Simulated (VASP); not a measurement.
**NiO2: single point with PBEsol**

NiO2:

```
Ni O
1.0
     1.41141    0.81488    7.02048
    -1.41141    0.81488    7.02048
     0.00000   -1.62976    7.02048
Ni O
1 2
Direct
  0.00000 0.00000 0.00000
  0.37879 0.37879 0.37879
  0.62121 0.62121 0.62121
```

```json
{
  "Program": "VASP 6.6.1",
  "Task": "single point",
  "Functional": "PBEsol",
  "Potentials or basis": "VASP PAW PBE potentials, release 64 (Ni, O)",
  "Cutoff": "520 eV",
  "k mesh": "11 × 11 × 11",
  "Occupations": "fermi-dirac, width 0.05 eV",
  "Spin": "collinear spin, ferromagnetic start",
  "Starting moments": "[1.0, 0.0, 0.0] μB",
  "Dipole correction": "no",
  "Further INCAR settings": "ALGO = Normal; EDIFF = 1e-06; NBANDS = 22"
}
```

```json
{
  "Pressure": "-5.6 GPa",
  "Largest force": "0.690 eV/Å",
  "Band gap on the k mesh": "1.20 eV (least direct gap 1.46 eV)",
  "Net moment": "0.00 μB per cell",
  "Valence electrons inside the program's atomic spheres": "Ni 9.47; O 4.88"
}
```

Forces on the atoms (eV/Å):
```
Ni   0.000  0.000  0.000
O    0.000  0.000 -0.690
O    0.000  0.000  0.690
```

Stress tensor (GPa, compression positive):
```
-6.16  0.00  0.00
 0.00 -6.16  0.00
 0.00  0.00 -4.54
```

Levels at points of the mesh, in eV from the valence-band top:
Spin up:
| k point | band 9 | band 10 | band 11 | band 12 | band 13 | band 14 |
| --- | --- | --- | --- | --- | --- | --- |
| (0.00, 0.00, 0.00) | -0.84 | -0.84 | -0.10 | 2.30 | 2.30 | 7.00 |
Spin down:
```csv
k point,band 7,band 8,band 9,band 10,band 11,band 12,band 13,band 14,band 15,band 16
"(0.00, 0.00, 0.00)",-1.88,-1.12,-0.84,-0.84,-0.10,2.30,2.30,7.00,10.28,10.37
```

Wall time 45 min on 1 thread of Oxide Virtual Turin-like Processor (shared host), peak memory 0.62 GiB.

Caveat: the cell stands under tension; the moments typed at the start vanished in this run; the PAW data sets were made with another functional, which shifts forces and pressure a little. A k mesh can miss the band edges.
